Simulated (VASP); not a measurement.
Runs of VASP 6.6.1 on Ta4Mo. The structure is that of space group Im-3m (No. 229), or close to it. The cells are those of the table. 

```csv
task,spin,cell,k mesh,cutoff (eV),gap on the mesh (eV),pressure (GPa),relaxed volume (Å³/atom)
single point,off,"a = 4.762 Å, angles 109.5°, 5 atoms",4 × 4 × 4,520,none,63.0,-
single point,"collinear, ferromagnetic start","a = 5.212 Å, angles 109.5°, 5 atoms",4 × 4 × 4,500,none,0.2,-
relaxation of cell and atoms,off,"relaxed from a = 5.212 Å, angles 109.5°, 5 atoms",10 × 10 × 10,600,none,0.0,(a)
single point,off,"a = 5.212 Å, angles 109.5°, 5 atoms",4 × 4 × 4,520,none,0.2,-
relaxation of cell and atoms,off,"relaxed from a = 4.762 Å, angles 109.5°, 5 atoms",4 × 4 × 4,600,none,0.0,21.83
single point,off,"a = 5.202 Å, angles 109.5°, 5 atoms",10 × 10 × 10,520,none,0.1,-
```

Alike in all rows: level PBE; potentials or basis VASP PAW PBE potentials, release 64 (Ta_pv, Mo_sv); smearing gaussian 0.1 eV.

Task: Estimate the missing entries.

Result: (a) 21.69.

Caveats: some runs use coarse meshes; spin-orbit coupling is left out, which moves the levels of the heavy elements; the volume moved by over 15 % at a fixed basis, so the end points are rough (some runs).

A k mesh can miss the band edges, and the runs leave out spin-orbit coupling on Mo, Ta.

A gap of «none» marks levels without a gap at the run's occupations.
